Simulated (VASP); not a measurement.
Input of a VASP 6.6.1 run:

File POSCAR:

```
GaN
1.0
    0.0000000000      2.0241746249      2.0241746249
    2.0241746249      0.0000000000      2.0241746249
    2.0241746249      2.0241746249      0.0000000000
Ga N
1 1
Direct
    0.0000000000      0.0000000000      0.0000000000
    0.5000000000      0.5000000000      0.5000000000
```

Contents of INCAR.step1:

```
ALGO = Normal
EDIFF = 1E-4
ENCUT = 520
GGA = PE
ISMEAR = 0
LASPH = True
LCHARG = False
LREAL = False
LWAVE = True
NBANDS = 16
NELM = 100
PREC = Accurate
SIGMA = 0.01
```

INCAR.step2

```
ALGO = Normal
EDIFF = 1E-7
ENCUT = 520
ISIF = 2
ISMEAR = 0
ISTART = 1
LASPH = True
LCHARG = True
LELF = True
LMIXTAU = True
LREAL = False
LVHAR = True
LWAVE = False
METAGGA = R2SCAN
NBANDS = 16
NELM = 100
PREC = Accurate
SIGMA = 0.01
```

Contents of KPOINTS:

```
k-points
0
Gamma
  10 10 10
```

Potentials or basis: VASP PAW PBE potentials, release 64 (Ga_d, N).

Run with:

```bash
$ cat potpaw_PBE.64/Ga_d/POTCAR potpaw_PBE.64/N/POTCAR > POTCAR
$ cp INCAR.step1 INCAR
$ mpirun -np 1 vasp_std > vasp.out
$ cp INCAR.step2 INCAR
$ mpirun -np 1 vasp_std > vasp.out
```

Question: Estimate the pressure.

Answer: 41.3 GPa.

Question: Predict the band gap on the k mesh.

Answer: 2.04 eV, indirect (least direct gap 5.15 eV).

Caveat: the cell differs from its parent crystal (strain -4.0%); the PAW data sets were made with another functional, which shifts forces and pressure a little. A k mesh can miss the band edges.
